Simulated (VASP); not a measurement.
# Li (Im-3m) in VASP: a series of runs, part 2 of 2

VASP 6.6.1. The steps go on from the part before.

### Step 3. Single point, PBE (strain +0.040 along x and y, +0.040 along z)

INCAR reads:

```
  PREC = Accurate
  ENCUT = 520
  EDIFF = 1E-6
  ISMEAR = 0
  SIGMA = 0.15
  LREAL = False
  LASPH = True
  NELM = 100
  ALGO = Normal
  ISIF = 2
  LWAVE = False
  LCHARG = False
  GGA = PE
  NBANDS = 8
```

KPOINTS reads:

```
Automatic mesh
0
Gamma
  20 20 20
```

POSCAR reads:

```
Li
1.0
   -1.8200000000      1.8200000000      1.8200000000
    1.8200000000     -1.8200000000      1.8200000000
    1.8200000000      1.8200000000     -1.8200000000
Li
1
Direct
    0.0000000000      0.0000000000      0.0000000000
```

Potentials or basis: VASP PAW PBE potentials, release 64 (Li_sv).

Command:

```bash
> cat potpaw_PBE.64/Li_sv/POTCAR > POTCAR
> mpirun -np 1 vasp_std > vasp.out
```

OUTCAR:

```text
PREC = Accurate
   ENCUT = 520
   EDIFF = 1E-6
   ISMEAR = 0
   LREAL = False
   LASPH = True
   NELM = 100
   ISIF = 2
   GGA = PE

 ion  position               nearest neighbor table
   1  0.000  0.000  0.000-

  LATTYP: Found a body centered cubic cell.
 ALAT       =     3.6400000000

  Lattice vectors:

 A1 = (  -1.8200000000,   1.8200000000,   1.8200000000)
 A2 = (   1.8200000000,  -1.8200000000,   1.8200000000)
 A3 = (   1.8200000000,   1.8200000000,  -1.8200000000)

Analysis of symmetry for initial positions (statically):
=====================================================================
 Subroutine PRICEL returns:
 Original cell was already a primitive cell.

 Routine SETGRP: Setting up the symmetry group for a
 body centered cubic supercell.

 Subroutine GETGRP returns: Found 48 space group operations
 (whereof 48 operations were pure point group operations)
 out of a pool of 48 trial point group operations.

The static configuration has the point symmetry O_h .

Analysis of symmetry for dynamics (positions and initial velocities):
=====================================================================
 Subroutine PRICEL returns:
 Original cell was already a primitive cell.

 Routine SETGRP: Setting up the symmetry group for a
 body centered cubic supercell.

 Subroutine GETGRP returns: Found 48 space group operations
 (whereof 48 operations were pure point group operations)
 out of a pool of 48 trial point group operations.

The dynamic configuration has the point symmetry O_h .

 Subroutine INISYM returns: Found 48 space group operations
 (whereof 48 operations are pure point group operations),
 and found     1 'primitive' translations

----------------------------------------------------------------------------------------

                                     Primitive cell

  volume of cell :      24.1143

  direct lattice vectors                    reciprocal lattice vectors
    -1.820000000  1.820000000  1.820000000     0.000000000  0.274725275  0.274725275
     1.820000000 -1.820000000  1.820000000     0.274725275  0.000000000  0.274725275
     1.820000000  1.820000000 -1.820000000     0.274725275  0.274725275  0.000000000

  length of vectors
     3.152332470  3.152332470  3.152332470     0.388520209  0.388520209  0.388520209

  position of ions in fractional coordinates (direct lattice)
     0.000000000  0.000000000  0.000000000

  ion indices of the primitive-cell ions
   primitive index   ion index
                 1           1

----------------------------------------------------------------------------------------

 KPOINTS: Automatic mesh

Automatic generation of k-mesh.
 Grid dimensions read from file:
 generate k-points for:   20   20   20

 Generating k-lattice:

  Cartesian coordinates                     Fractional coordinates (reciprocal lattice)
     0.000000000  0.013736264  0.013736264     0.050000000  0.000000000  0.000000000
     0.013736264  0.000000000  0.013736264     0.000000000  0.050000000  0.000000000
     0.013736264  0.013736264  0.000000000     0.000000000  0.000000000  0.050000000

  Length of vectors
     0.019426010  0.019426010  0.019426010

  Shift w.r.t. Gamma in fractional coordinates (k-lattice)
     0.000000000  0.000000000  0.000000000

 Subroutine IBZKPT returns following result:
 ===========================================

 Found    256 irreducible k-points:

 Following reciprocal coordinates:
            Coordinates               Weight
  0.000000  0.000000  0.000000      1.000000
  0.050000  0.000000  0.000000     12.000000
  0.100000  0.000000  0.000000     12.000000
  0.150000  0.000000  0.000000     12.000000
  0.200000  0.000000  0.000000     12.000000
  0.250000  0.000000  0.000000     12.000000
[... 16 lines left out ...]
  0.200000  0.100000  0.000000     48.000000
  0.250000  0.100000  0.000000     48.000000
 [... further k-points ...]
   k-points           NKPTS =    256   k-points in BZ     NKDIM =    256   number of bands    NBANDS=      8
   number of dos      NEDOS =    301   number of ions     NIONS =      1
   total plane-waves  NPLWV =  13824
   dimension x,y,z NGX =    24 NGY =   24 NGZ =   24
   dimension x,y,z NGXF=    48 NGYF=   48 NGZF=   48
   ions per type =               1
   NGX,Y,Z   is equivalent  to a cutoff of  12.66, 12.66, 12.66 a.u.
   NGXF,Y,Z  is equivalent  to a cutoff of  25.31, 25.31, 25.31 a.u.
 SYSTEM =  unknown system
   PREC   = accura    normal or accurate (medium, high low for compatibility)
   ISTART =      0    job   : 0-new  1-cont  2-samecut
   ICHARG =      2    charge: 1-file 2-atom 10-const
   ISPIN  =      1    spin polarized calculation?
   LNONCOLLINEAR =      F non collinear calculations
   LSORBIT =      F    spin-orbit coupling
   LASPH  =      T    aspherical Exc in radial PAW
   ENCUT  =  520.0 eV  38.22 Ry    6.18 a.u.   5.86  5.86  5.86*2*pi/ulx,y,z
   NELM   =    100;   NELMIN=  2; NELMDL= -5     # of ELM steps
   EDIFF  = 0.1E-05   stopping-criterion for ELM
   LREAL  =      F    real-space projection
   EDIFFG = 0.1E-04   stopping-criterion for IOM
   NSW    =      0    number of steps for IOM
   IBRION =     -1    ionic relax: 0-MD 1-quasi-New 2-CG
   NFREE  =      0    steps in history (QN), initial steepest desc. (CG)
   ISIF   =      2    stress and relaxation
   ISYM   =      2    0-nonsym 1-usesym 2-fastsym
   POTIM  = 0.5000    time-step for ionic-motion
   TEBEG  =    0.0;   TEEND  =   0.0 temperature during run
   PSTRESS=    0.0 pullay stress
   NELECT =       3.0000    total number of electrons
   NUPDOWN=      -1.0000    fix difference up-down
   EMIN   =  10.00;   EMAX   =-10.00  energy-range for DOS
   EFERMI =   0.00;   METHOD = LEGACY
   ISMEAR =     0;   SIGMA  =   0.15  broadening in eV -4-tet -1-fermi 0-gaus
   EFERMI_NEDOS =   21; number of points for ismear=-14 and -15
   IALGO  =     38    algorithm
   IMIX   =      4    mixing-type and parameters
     AMIX     =   0.40;   BMIX     =  1.00
     AMIX_MAG =   1.60;   BMIX_MAG =  1.00
  volume/ion in A,a.u.               =      24.11       162.73
  Fermi-wavevector in a.u.,A,eV,Ry     =   0.817254  1.544387  9.087393  0.667905
  Thomas-Fermi vector in A             =   1.927669
   LORBIT       =      0    0 simple, 1 ext, 2 COOP (PROOUT), +10 PAW based schemes
   GGA     = PE    functional components
   LHFCALC =     F    Hartree Fock is set to
   AEXX    =    0.0000 exact exchange contribution
   IVDW    =     0    specifies the selected vdW correction
   LEPSILON=     F    determine dielectric tensor
   LRPA    =     F    only Hartree local field effects (RPA)
 non-spin polarized calculation
 Gauss-broadening in eV      SIGMA  =   0.15
  energy-cutoff  :      520.00
  volume of cell :       24.11
 maximum number of plane-waves:       682
   NGX = 11   NGY = 11   NGZ = 11

 number of electron       3.0000009 magnetization

 Free energy of the ion-electron system (eV)
  ---------------------------------------------------
  ext. energy  EPLUGINS =         0.00000000
  ---------------------------------------------------
  free energy    TOTEN  =        -1.88375194 eV

  energy without entropy =       -1.87816440  energy(sigma->0) =       -1.88095817

 E-fermi :   0.1812     XC(G=0):  -6.6355

 val. band max:        0.1710294572   @ k =   0.4500   0.0000   0.0000
 cond. band min:       0.2234204978   @ k =  -0.4500   0.4500   0.0500
 fundamental gap:      0.0523910406
 Fermi energy:         0.1811643544

 k-point     1 :       0.0000    0.0000    0.0000
  band No.  band energies     occupation
      1     -46.6617      2.00000
      2      -3.1514      2.00000
      3      13.0637      0.00000
      4      13.0637      0.00000
      5      13.0638      0.00000
      6      17.4973      0.00000
      7      17.4973      0.00000
      8      17.4973      0.00000
[... 243 lines left out ...]
 k-point    24 :       0.2500    0.1000    0.0000
  band No.  band energies     occupation
      1     -46.6552      2.00000
      2      -1.4314      2.00000
      3       6.5895      0.00000
      4       9.2315      0.00000
      5      10.6477      0.00000
      6      14.6333      0.00000
      7      15.2622      0.00000
      8      18.2089      0.00000

 [... further k-points ...]

------------------------ aborting loop because EDIFF is reached ----------------------------------------

  FORCE on cell =-STRESS in cart. coord.  units (eV):
  Direction    XX          YY          ZZ          XY          YZ          ZX
  --------------------------------------------------------------------------------------
  -------------------------------------------------------------------------------------
  Total       -0.2805878     -0.2805878     -0.2805878      0.0000000     -0.0000000     -0.0000000
  in kB      -18.6425479    -18.6425479    -18.6425479      0.0000000     -0.0000000     -0.0000000
  external PRESSURE =     -18.6425479 kB  Pullay stress =       0.0000000 kB

 VOLUME and BASIS-vectors are now :
 -----------------------------------------------------------------------------
  energy-cutoff  :      520.00
  volume of cell :       24.11
      direct lattice vectors                 reciprocal lattice vectors
    -1.820000000  1.820000000  1.820000000     0.000000000  0.274725275  0.274725275
     1.820000000 -1.820000000  1.820000000     0.274725275  0.000000000  0.274725275
     1.820000000  1.820000000 -1.820000000     0.274725275  0.274725275  0.000000000

 POSITION                                       TOTAL-FORCE (eV/Angst)
 -----------------------------------------------------------------------------------
      0.00000      0.00000      0.00000        -0.000000      0.000000      0.000000
 -----------------------------------------------------------------------------------
    total drift:                                0.000000      0.000000     -0.000000

  FREE ENERGIE OF THE ION-ELECTRON SYSTEM (eV)
  ---------------------------------------------------
  free  energy   TOTEN  =        -1.8837519361 eV

  energy  without entropy=       -1.8781643969  energy(sigma->0) =       -1.88095817
```

OSZICAR:

```text
N       E                     dE             d eps       ncg     rms          rms(c)
DAV:   1    -0.246893503047E-01   -0.24689E-01   -0.69869E+02  4104   0.254E+02
DAV:   2    -0.185565462341E+01   -0.18310E+01   -0.17647E+01  6096   0.351E+01
DAV:   3    -0.188457490596E+01   -0.28920E-01   -0.28894E-01  4544   0.326E+00
DAV:   4    -0.188550526048E+01   -0.93035E-03   -0.93035E-03  6176   0.388E-01
DAV:   5    -0.188550715928E+01   -0.18988E-05   -0.18988E-05  4736   0.181E-02    0.325E-01
DAV:   6    -0.188433641835E+01    0.11707E-02   -0.24872E-04  6192   0.851E-02    0.186E-01
DAV:   7    -0.188375126049E+01    0.58516E-03   -0.69453E-04  6904   0.116E-01    0.277E-02
DAV:   8    -0.188375540892E+01   -0.41484E-05   -0.18521E-05  4680   0.264E-02    0.957E-03
DAV:   9    -0.188375278764E+01    0.26213E-05   -0.18112E-06  6368   0.106E-02    0.584E-04
DAV:  10    -0.188375193613E+01    0.85151E-06   -0.14099E-07  2472   0.302E-03
   1 F= -.18837519E+01 E0= -.18809582E+01  d E =-.558754E-02
```

It took 16 s on 1 thread of Intel Xeon Platinum 8259CL at 2.50GHz (Skylake/Cascade Lake), shared host; peak memory 0.15 GiB.

Results:

```
Free energy            : -1.8838 eV
Band gap on the k mesh : zero (an odd number of electrons rules out a gap without spin polarisation)
```

Levels at points of the mesh, in eV from the Fermi level:
| k point | band 1 | band 2 | band 3 | band 4 | band 5 |
| --- | --- | --- | --- | --- | --- |
| (0.00, 0.00, 0.00) | -46.84 | -3.33 | 12.88 | 12.88 | 12.88 |
| (0.50, 0.00, 0.00) | -46.83 | 0.27 | 2.72 | 9.17 | 10.52 |
| (0.50, 0.50, 0.50) | -46.83 | 4.92 | 4.92 | 4.92 | 7.04 |

Caveat: the cell differs from its parent crystal (strain +0.040 along x and y, +0.040 along z); the cutoff is under 1.25 times the usual one of these potentials, so pressure, stress and relaxed cells hold a basis-set (Pulay) error.
